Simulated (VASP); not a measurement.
A run of VASP 6.6.1:

The input INCAR:

```
SYSTEM = InAs
PREC = Accurate
ENCUT = 600
EDIFF = 1E-7
ISMEAR = -1
SIGMA = 0.15
LREAL = .FALSE.
LASPH = .TRUE.
NELM = 60
ALGO = Normal
ISIF = 3
LWAVE = .FALSE.
LCHARG = .FALSE.
GGA = PS
IBRION = 2
NSW = 80
EDIFFG = -0.001
PSTRESS = 120.0
```

The input KPOINTS:

```
regular mesh
0
G
  12 12 12
  0 0 0
```

Contents of POSCAR:

```
InAs
1.0
    0.0000000000      3.0437329611      3.0437329611
    3.0437329611      0.0000000000      3.0437329611
    3.0437329611      3.0437329611      0.0000000000
In As
1 1
Direct
    0.0000000000      0.0000000000      0.0000000000
    0.7500000000      0.7500000000      0.7500000000
```

Potentials or basis: VASP PAW PBE potentials, release 64 (In_d, As).

Command:

```sh
$ cat potpaw_PBE.64/In_d/POTCAR potpaw_PBE.64/As/POTCAR > POTCAR
$ mpirun -np 1 vasp_std > vasp.out
```

Hardware: 1 thread of Intel(R) Xeon(R) 6975P-C (Granite Rapids), on a shared host.

Task: Estimate the wall time of this run.

Result: It took 2.2 min on 1 thread of Intel(R) Xeon(R) 6975P-C (Granite Rapids), on a shared host, peak memory 0.26 GiB. Counts: scf iterations 70, k points 72, ion steps 7.
